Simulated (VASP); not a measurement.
Set up this calculation in VASP 6.6.1, as the native input.

* Task: single point
* Functional: LDA
* Potentials or basis: VASP PAW LDA potentials, release 64 (P)
* Cutoff: 520 eV
* k mesh: 14 × 14 × 10
* Occupations: gaussian, width 0.05 eV
* Spin: no spin polarisation
* Dipole correction: no
* Further INCAR settings: ALGO = Normal; EDIFF = 1e-07; NBANDS = 18

The structure of P lies in POSCAR:

```
P
1.0
    1.6531049548     -5.0840218645      0.0000000000
    1.6531049548      5.0840218645      0.0000000000
    0.0000000000      0.0000000000      4.1431715733
P
4
Direct
    0.3936060749      0.6063939251      0.5716379727
    0.6063939251      0.3936060749      0.4283620273
    0.8936060749      0.1063939251      0.9283620273
    0.1063939251      0.8936060749      0.0716379727
```

These files were run (other wordings do the same):

INCAR

```
  ALGO = Normal
  EDIFF = 1E-7
  ENCUT = 520
  ISIF = 2
  ISMEAR = 0
  LASPH = True
  LCHARG = False
  LREAL = False
  LWAVE = False
  NBANDS = 18
  NELM = 80
  PREC = Accurate
  SIGMA = 0.05
```

KPOINTS

```
k-points
0
Gamma
  14 14 10
```

Potentials or basis: VASP PAW LDA potentials, release 64 (P).

Command:

```bash
$ cat potpaw_LDA.64/P/POTCAR > POTCAR
$ mpirun -np 1 vasp_std > vasp.out
```

It gave:

```json
{
  "Pressure": "-0.3 GPa",
  "Largest force": "0.051 eV/Å",
  "Band gap on the k mesh": "zero (bands 10 and 11 overlap by 0.33 eV)"
}
```

Wall time 11 min on 1 thread of Intel Xeon 8259CL (shared host), peak memory 0.39 GiB.
